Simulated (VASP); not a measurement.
A run of VASP 6.6.1 is set up as follows.

The input INCAR:

```
SYSTEM = GaN
PREC = Accurate
ENCUT = 520
EDIFF = 1E-7
ISMEAR = 0
SIGMA = 0.02
LREAL = .FALSE.
LASPH = .TRUE.
NELM = 60
ALGO = Normal
ISIF = 2
LWAVE = .FALSE.
LCHARG = .FALSE.
GGA = PS
NBANDS = 26
```

KPOINTS

```
Automatic mesh
0
G
  12 12 6
  0 0 0
```

Contents of POSCAR:

```
GaN
1.0
    3.1825751771      0.0000000000      0.0000000000
   -1.5912875885      2.7561909528      0.0000000000
    0.0000000000      0.0000000000      5.1853899139
Ga N
2 2
Direct
    0.3333333333      0.6666666667      0.0016924057
    0.6666666667      0.3333333333      0.5016924057
    0.3333333333      0.6666666667      0.3783075943
    0.6666666667      0.3333333333      0.8783075943
```

Potentials or basis: VASP PAW PBE potentials, release 64 (Ga_d, N).

Command:

```sh
$ cat potpaw_PBE.64/Ga_d/POTCAR potpaw_PBE.64/N/POTCAR > POTCAR
$ mpirun -np 1 vasp_std > vasp.out
```

Estimate the band gap on the k mesh.

1.89 eV, direct.

Predict the pressure.

-0.2 GPa.

Caveat: the PAW data sets were made with another functional, which shifts forces and pressure a little. PBEsol gaps usually lie below the measured ones, often by a third to a half.
